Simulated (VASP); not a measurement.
Runs of VASP 6.6.1 on SiC. The structure is that of space group F-43m (No. 216), or close to it. The cells are those of the table. 

```tsv
cell	gap on the mesh (eV)	pressure (GPa)	largest force (eV/Å)
a = 3.216 Å, angles 60.0°, 2 atoms	(c)	-19.2	-
a = 3.110, b = 3.110, c = 3.003 Å, angles 58.8, 58.8, 60.0°, 2 atoms	1.10	10.3	0.76
a = 3.097 Å, angles 60.0°, 2 atoms	(b)	0.0	-
a = 2.915, b = 2.915, c = 3.023 Å, angles 61.2, 61.2, 60.0°, 2 atoms	1.05	35.8	0.77
a = 3.194, b = 3.194, c = 3.084 Å, angles 58.8, 58.8, 60.0°, 2 atoms	(a)	-6.9	0.49
a = 3.121, b = 3.121, c = 3.236 Å, angles 61.2, 61.2, 60.0°, 2 atoms	1.30	-13.3	0.13
a = 3.245, b = 3.245, c = 3.188 Å, angles 59.4, 59.4, 60.0°, 2 atoms	1.39	-19.0	0.10
a = 3.082, b = 3.082, c = 3.196 Å, angles 61.2, 61.2, 60.0°, 2 atoms	1.26	-7.0	0.22
```

Alike in all rows: task single point; level PBE; potentials or basis VASP PAW PBE potentials, release 64 (Si, C); no spin polarisation; k mesh 12 × 12 × 12; cutoff (eV) 520; smearing gaussian 0.05 eV.

Problem. Estimate the missing entries.

Solution. (a) 1.21; (b) 1.37; (c) 1.46.

A k mesh can miss the band edges.
